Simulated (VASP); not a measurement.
# AlN (Fm-3m) in VASP: notebook

Aim: see how the results for AlN move with the level of theory and the settings. Levels: PBE, HSE06. Tasks: single point.

Program: VASP 6.6.1. These are calculated values, not measurements. Logs are shortened: lines on timing, memory, paths and dates and some standing lists are left out, and cuts for length are marked.

## Step 1: The cell of the first run

Symmetry: Fm-3m, No. 225, cubic system. The conventional cell has a = 4.118 Å, b = 4.118 Å, c = 4.118 Å, α = 90.00°, β = 90.00°, γ = 90.00°. Within 2.7 Å of Al (site symmetry m-3m) lie 6 N at 2.06 Å. N (site symmetry m-3m) has 6 Al at 2.06 Å within 2.7 Å.

## Step 2: Single point, PBE (strain +2.0%)

File INCAR:

```
SYSTEM = AlN
ALGO = Normal
EDIFF = 1E-6
ENCUT = 520
GGA = PE
ISIF = 2
ISMEAR = 0
LASPH = .True.
LCHARG = .False.
LREAL = .False.
LWAVE = .False.
NBANDS = 11
NELM = 100
PREC = Accurate
SIGMA = 0.01
```

File KPOINTS:

```
k-points
0
Gamma
  6 6 6
  0 0 0
```

File POSCAR:

```
AlN
1.0
    0.0000000000      2.0592458212      2.0592458212
    2.0592458212      0.0000000000      2.0592458212
    2.0592458212      2.0592458212      0.0000000000
Al N
1 1
Direct
    0.0000000000      0.0000000000      0.0000000000
    0.5000000000      0.5000000000      0.5000000000
```

Potentials or basis: VASP PAW PBE potentials, release 64 (Al, N).

Started as:

```bash
$ cat potpaw_PBE.64/Al/POTCAR potpaw_PBE.64/N/POTCAR > POTCAR
$ mpirun -np 1 vasp_std > vasp.out
```

OUTCAR:

```text
SYSTEM = AlN
   EDIFF = 1E-6
   ENCUT = 520
   GGA = PE
   ISIF = 2
   ISMEAR = 0
   LASPH = .True.
   LREAL = .False.
   NELM = 100
   PREC = Accurate

 ion  position               nearest neighbor table
   1  0.000  0.000  0.000-   2 2.06   2 2.06   2 2.06   2 2.06   2 2.06   2 2.06
   2  0.500  0.500  0.500-   1 2.06   1 2.06   1 2.06   1 2.06   1 2.06   1 2.06

  LATTYP: Found a face centered cubic cell.
 ALAT       =     4.1184916424

  Lattice vectors:

 A1 = (   0.0000000000,   2.0592458212,   2.0592458212)
 A2 = (   2.0592458212,   0.0000000000,   2.0592458212)
 A3 = (   2.0592458212,   2.0592458212,   0.0000000000)

Analysis of symmetry for initial positions (statically):
=====================================================================
 Subroutine PRICEL returns:
 Original cell was already a primitive cell.

 Routine SETGRP: Setting up the symmetry group for a
 face centered cubic supercell.

 Subroutine GETGRP returns: Found 48 space group operations
 (whereof 48 operations were pure point group operations)
 out of a pool of 48 trial point group operations.

The static configuration has the point symmetry O_h .

Analysis of symmetry for dynamics (positions and initial velocities):
=====================================================================
 Subroutine PRICEL returns:
 Original cell was already a primitive cell.

 Routine SETGRP: Setting up the symmetry group for a
 face centered cubic supercell.

 Subroutine GETGRP returns: Found 48 space group operations
 (whereof 48 operations were pure point group operations)
 out of a pool of 48 trial point group operations.

The dynamic configuration has the point symmetry O_h .

 Subroutine INISYM returns: Found 48 space group operations
 (whereof 48 operations are pure point group operations),
 and found     1 'primitive' translations

----------------------------------------------------------------------------------------

                                     Primitive cell

  volume of cell :      17.4644

  direct lattice vectors                    reciprocal lattice vectors
     0.000000000  2.059245821  2.059245821    -0.242807340  0.242807340  0.242807340
     2.059245821  0.000000000  2.059245821     0.242807340 -0.242807340  0.242807340
     2.059245821  2.059245821  0.000000000     0.242807340  0.242807340 -0.242807340

  length of vectors
     2.912213369  2.912213369  2.912213369     0.420554649  0.420554649  0.420554649

  position of ions in fractional coordinates (direct lattice)
     0.000000000  0.000000000  0.000000000
     0.500000000  0.500000000  0.500000000
[... 78 lines left out ...]
   PSTRESS=    0.0 pullay stress
   NELECT =       8.0000    total number of electrons
   NUPDOWN=      -1.0000    fix difference up-down
   EMIN   =  10.00;   EMAX   =-10.00  energy-range for DOS
   EFERMI =   0.00;   METHOD = LEGACY
   ISMEAR =     0;   SIGMA  =   0.01  broadening in eV -4-tet -1-fermi 0-gaus
   EFERMI_NEDOS =   21; number of points for ismear=-14 and -15
   IALGO  =     38    algorithm
   IMIX   =      4    mixing-type and parameters
     AMIX     =   0.40;   BMIX     =  1.00
     AMIX_MAG =   1.60;   BMIX_MAG =  1.00
  volume/ion in A,a.u.               =       8.73        58.93
  Fermi-wavevector in a.u.,A,eV,Ry     =   1.261982  2.384801 21.668633  1.592600
  Thomas-Fermi vector in A             =   2.395414
   LORBIT       =      0    0 simple, 1 ext, 2 COOP (PROOUT), +10 PAW based schemes
   GGA     = PE    functional components
   LHFCALC =     F    Hartree Fock is set to
   AEXX    =    0.0000 exact exchange contribution
   IVDW    =     0    specifies the selected vdW correction
   LEPSILON=     F    determine dielectric tensor
   LRPA    =     F    only Hartree local field effects (RPA)
 non-spin polarized calculation
 Gauss-broadening in eV      SIGMA  =   0.01
  energy-cutoff  :      520.00
  volume of cell :       17.46
 maximum number of plane-waves:       483
 NGX is ok and might be reduce to    24
   NGX = 11   NGY = 11   NGZ = 11

 number of electron       8.0000001 magnetization

 Free energy of the ion-electron system (eV)
  ---------------------------------------------------
  ext. energy  EPLUGINS =         0.00000000
  ---------------------------------------------------
  free energy    TOTEN  =       -14.52408084 eV

  energy without entropy =      -14.52408084  energy(sigma->0) =      -14.52408084

 E-fermi :   9.3797     XC(G=0): -12.0283

 val. band max:        9.2677793595   @ k =   0.0000   0.0000   0.0000
 cond. band min:      13.3479912771   @ k =   0.5000   0.5000   0.0000
 fundamental gap:      4.0802119176
 Fermi energy:         9.3797168858

 k-point     1 :       0.0000    0.0000    0.0000
  band No.  band energies     occupation
      1      -7.7955      2.00000
      2       9.2678      2.00000
      3       9.2678      2.00000
      4       9.2678      2.00000
      5      14.1687      0.00000
      6      21.2495      0.00000
      7      21.2495      0.00000
      8      21.2495      0.00000
      9      26.2439      0.00000
     10      26.6474      0.00000
     11      26.6474      0.00000
[... 197 lines left out ...]
 k-point    16 :      -0.3333    0.5000    0.1667
  band No.  band energies     occupation
      1      -3.7387      2.00000
      2       2.9831      2.00000
      3       4.9754      2.00000
      4       5.7376      2.00000
      5      15.6579      0.00000
      6      17.4644      0.00000
      7      21.4071      0.00000
      8      22.2254      0.00000
      9      26.4648      0.00000
     10      30.1716      0.00000
     11      33.2543      0.00000

------------------------ aborting loop because EDIFF is reached ----------------------------------------

  FORCE on cell =-STRESS in cart. coord.  units (eV):
  Direction    XX          YY          ZZ          XY          YZ          ZX
  --------------------------------------------------------------------------------------
  -------------------------------------------------------------------------------------
  Total       -0.9277649     -0.9277649     -0.9277649      0.0000000      0.0000000      0.0000000
  in kB      -85.1126192    -85.1126192    -85.1126192      0.0000000      0.0000000      0.0000000
  external PRESSURE =     -85.1126192 kB  Pullay stress =       0.0000000 kB

 VOLUME and BASIS-vectors are now :
 -----------------------------------------------------------------------------
  energy-cutoff  :      520.00
  volume of cell :       17.46
      direct lattice vectors                 reciprocal lattice vectors
     0.000000000  2.059245821  2.059245821    -0.242807340  0.242807340  0.242807340
     2.059245821  0.000000000  2.059245821     0.242807340 -0.242807340  0.242807340
     2.059245821  2.059245821  0.000000000     0.242807340  0.242807340 -0.242807340

 POSITION                                       TOTAL-FORCE (eV/Angst)
 -----------------------------------------------------------------------------------
      0.00000      0.00000      0.00000        -0.000000     -0.000000      0.000000
      2.05925      2.05925      2.05925         0.000000      0.000000     -0.000000
 -----------------------------------------------------------------------------------
    total drift:                               -0.000000     -0.000000      0.000000

  FREE ENERGIE OF THE ION-ELECTRON SYSTEM (eV)
  ---------------------------------------------------
  free  energy   TOTEN  =       -14.5240808397 eV

  energy  without entropy=      -14.5240808397  energy(sigma->0) =      -14.52408084
```

It took 3.9 s on 1 thread of Intel Xeon Platinum 8488C (Sapphire Rapids), shared host; peak memory 0.13 GiB.

Results:

```yaml
Free_energy: -14.5241 eV
Pressure: -8.5 GPa
Band_gap_on_the_k_mesh: 4.08 eV (least direct gap 4.90 eV)
```

Levels at points of the mesh, in eV from the valence-band top:
| k point | band 1 | band 2 | band 3 | band 4 | band 5 | band 6 | band 7 | band 8 |
| --- | --- | --- | --- | --- | --- | --- | --- | --- |
| (0.00, 0.00, 0.00) | -17.06 | 0.00 | 0.00 | 0.00 | 4.90 | 11.98 | 11.98 | 11.98 |
| (0.50, 0.00, 0.00) | -14.02 | -7.96 | -0.98 | -0.98 | 5.79 | 10.55 | 10.55 | 12.47 |
| (0.50, 0.50, 0.00) | -13.11 | -7.02 | -2.66 | -2.66 | 4.08 | 5.38 | 13.38 | 16.39 |

Caveat: the k points lie up to 0.44 Å⁻¹ apart; the cell differs from its parent crystal (strain +2.0%); the structure was generated, so it needn't be the stable form of AlN. A k mesh can miss the band edges.

## Step 3: Single point, PBE (strain +3.0%)

File INCAR:

```
SYSTEM = AlN
ALGO = Normal ; EDIFF = 1E-6
ENCUT = 520 ; GGA = PE
ISIF = 2 ; ISMEAR = 0
LASPH = .True. ; LCHARG = .False.
LREAL = .False. ; LWAVE = .False.
NBANDS = 11 ; NELM = 60
PREC = Accurate ; SIGMA = 0.01
```

KPOINTS is that of step 2.

File POSCAR:

```
AlN
1.0
    0.0000000000      2.0794345057      2.0794345057
    2.0794345057      0.0000000000      2.0794345057
    2.0794345057      2.0794345057      0.0000000000
Al N
1 1
Direct
    0.0000000000      0.0000000000      0.0000000000
    0.5000000000      0.5000000000      0.5000000000
```

Potentials or basis: VASP PAW PBE potentials, release 64 (Al, N).

Started as:

```bash
$ cat potpaw_PBE.64/Al/POTCAR potpaw_PBE.64/N/POTCAR > POTCAR
$ mpirun -np 1 vasp_std > vasp.out
```

Wall time 4 s (1 thread of Intel Xeon Platinum 8488C (Sapphire Rapids), shared host); peak memory 0.13 GiB.

Results (log left out):

| Property | Result |
| --- | --- |
| Free energy | -14.4869 eV |
| Pressure | -14.5 GPa |
| Band gap on the k mesh | 3.81 eV (least direct gap 4.51 eV) |

Levels at points of the mesh, in eV from the valence-band top:
| k point | band 1 | band 2 | band 3 | band 4 | band 5 | band 6 | band 7 | band 8 |
| --- | --- | --- | --- | --- | --- | --- | --- | --- |
| (0.00, 0.00, 0.00) | -16.81 | 0.00 | 0.00 | 0.00 | 4.51 | 11.88 | 11.88 | 11.88 |
| (0.50, 0.00, 0.00) | -13.88 | -7.79 | -0.93 | -0.93 | 5.61 | 10.32 | 10.32 | 12.04 |
| (0.50, 0.50, 0.00) | -13.01 | -6.83 | -2.59 | -2.59 | 3.81 | 5.42 | 13.04 | 15.95 |

Caveat: the k points lie up to 0.44 Å⁻¹ apart; the cell differs from its parent crystal (strain +3.0%); the structure was generated, so it needn't be the stable form of AlN. A k mesh can miss the band edges.

[end of part 1 of 2]
